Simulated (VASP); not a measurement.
A run of VASP 6.6.1 is set up as follows.

INCAR

```
SYSTEM = W
PREC = Accurate ; ENCUT = 520
EDIFF = 1E-6 ; ISMEAR = -1
SIGMA = 0.05 ; LREAL = .False.
LASPH = .True. ; NELM = 60
ALGO = Normal ; ISIF = 2
LWAVE = .False. ; LCHARG = .False.
GGA = PS ; IVDW = 13
NBANDS = 13
```

Contents of KPOINTS:

```
regular mesh
0
Gamma
  11 11 11
  0 0 0
```

Contents of POSCAR:

```
W
1.0
    0.0000000000      1.9918547284      1.9918547284
    1.9918547284      0.0000000000      1.9918547284
    1.9918547284      1.9918547284      0.0000000000
W
1
Direct
    0.0000000000      0.0000000000      0.0000000000
```

Potentials or basis: VASP PAW PBE potentials, release 64 (W_sv).

Command:

```bash
$ cat potpaw_PBE.64/W_sv/POTCAR > POTCAR
$ mpirun -np 1 vasp_std > vasp.out
```

(1) Estimate the pressure.

(2) What does it give for the dispersion energy per atom?

(3) Estimate the band gap on the k mesh.

Answers

(1) 0.6 GPa.

(2) -0.422 eV.

(3) zero (band 7 reaches 13.72 eV, above the bottom of band 8 at 10.23 eV).

Caveat: the PAW data sets were made with another functional, which shifts forces and pressure a little; spin-orbit coupling is left out, which moves the levels of the heavy elements; pairwise dispersion overbinds metals, which lowers pressure and volume.
